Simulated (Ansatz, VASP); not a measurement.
# Two plane-wave programs on BP4

File INCAR:

```
SYSTEM = BP4
PREC = Accurate
ENCUT = 600
EDIFF = 1E-7
ISMEAR = 0
SIGMA = 0.1
LREAL = .FALSE.
LASPH = .TRUE.
NELM = 80
ALGO = Normal
ISIF = 3
LWAVE = .FALSE.
LCHARG = .FALSE.
GGA = PE
IBRION = 2
NSW = 90
EDIFFG = -0.04
```

File KPOINTS:

```
regular mesh
0
G
  6 6 2
  0 0 0
```

Contents of POSCAR:

```
BP4
1.0
    3.6589675100      0.0000000000      0.0000000000
   -1.8294837600      3.1687588200      0.0000000000
    0.0000000000      0.0000000000      8.9467373100
B P
1 4
Direct
    0.6666666700      0.3333333300      0.5000000000
    0.3333333300      0.6666666700      0.1266337300
    0.3333333300      0.6666666700      0.8733662700
    0.0000000000      0.0000000000      0.5000000000
    0.6666666700      0.3333333300      0.0000000000
```

Input for Ansatz:

```yaml
crystal:
  lattice:
    - [3.65896751, 0.0, 0.0]
    - [-1.82948376, 3.16875882, 0.0]
    - [0.0, 0.0, 8.94673731]
  atoms:
    - { symbol: B, position: [0.66666667, 0.33333333, 0.5] }
    - { symbol: P, position: [0.33333333, 0.66666667, 0.12663373] }
    - { symbol: P, position: [0.33333333, 0.66666667, 0.87336627] }
    - { symbol: P, position: [0.0, 0.0, 0.5] }
    - { symbol: P, position: [0.66666667, 0.33333333, 0.0] }
basis:
  ecutwfc: 420
kpoints:
  mp_grid: { grid: [6, 6, 2] }
hamiltonian:
  xc: pbe
scf:
  occupations: { method: gaussian, width: 0.1 }
  lower_state_search: "off"
output:
  forces: true
  stress: true
  eigenvalues: true
relax:
  adjacent_minimum: "off"
  f_tol: 0.04
  max_steps: 70
  cell: { stress_tol: 0.4 }
```

Alike in both runs: task relaxation of cell and atoms; functional PBE; k mesh 6 × 6 × 2; occupations gaussian, width 0.1 eV; no spin polarisation.

|  | VASP | Ansatz |
| --- | --- | --- |
| version | VASP 6.6.1 | Ansatz 0.2.0 |
| potentials or method | VASP PAW PBE potentials, release 64 (B, P), cutoff 600 eV | scalar-relativistic, plane waves, PAW |
| valence electrons in the cell | 23 | 23 |

```tsv
	VASP	Ansatz	Ansatz less VASP
gap on the k mesh at the Fermi level, each at its own relaxed structure (eV)	none	none	-
relaxed volume (Å³/atom)	18.32	18.07	-0.245
relaxed cell length with the largest relative difference (Å)	10.340	10.220	-0.1206
```

A gap of «none» marks a metal or a gap that the smearing closes.
